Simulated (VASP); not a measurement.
Input of a VASP 6.6.1 run:

POSCAR

```
SiC
1.0
    1.5074616965     -2.6110002487      0.0000000000
   -0.0245918811     -0.0141981292     -5.1922711345
    4.8871769695      2.8216129390      0.0296445017
Si C
4 4
Direct
    0.5000000000      0.9708706221      0.1893984608
    0.0000000000      0.3865474312      0.3389562436
    0.5000000000      0.5463688070      0.0977086875
    0.0000000000      0.5862137583      0.6874581316
    0.0000000000      0.9700514223      0.6777228982
    0.5000000000      0.4059022608      0.8003427376
    0.0000000000      0.0358093784      0.3960831619
    0.5000000000      0.0982363199      0.8123296788
```

INCAR.step1

```
  PREC = Accurate
  ENCUT = 520
  ISMEAR = 0
  SIGMA = 0.02
  LREAL = False
  LASPH = True
  NELM = 80
  NBANDS = 26
  GGA = PE
  ALGO = Normal
  EDIFF = 1E-4
  LWAVE = True
  LCHARG = False
```

The input INCAR.step2:

```
  PREC = Accurate
  ENCUT = 520
  EDIFF = 1E-7
  ISMEAR = 0
  SIGMA = 0.02
  LREAL = False
  LASPH = True
  NELM = 80
  ALGO = Normal
  ISIF = 2
  LWAVE = False
  LCHARG = True
  METAGGA = R2SCAN
  LMIXTAU = True
  LELF = True
  LVHAR = True
  NBANDS = 26
  ISTART = 1
```

KPOINTS

```
regular mesh
0
Gamma
  8 6 6
```

Potentials or basis: VASP PAW PBE potentials, release 64 (Si, C).

Run with:

```bash
$ cat potpaw_PBE.64/Si/POTCAR potpaw_PBE.64/C/POTCAR > POTCAR
$ cp INCAR.step1 INCAR
$ mpirun -np 1 vasp_std > vasp.out
$ cp INCAR.step2 INCAR
$ mpirun -np 1 vasp_std > vasp.out
```

(1) What does it give for the pressure?

(2) Estimate the largest force.

(3) Predict the band gap on the k mesh.

## Answers

(1) 0.0 GPa.

(2) 0.055 eV/Å.

(3) zero (bands 16 and 17 overlap by 1.96 eV).

Caveat: the PAW data sets were made with another functional, which shifts forces and pressure a little.
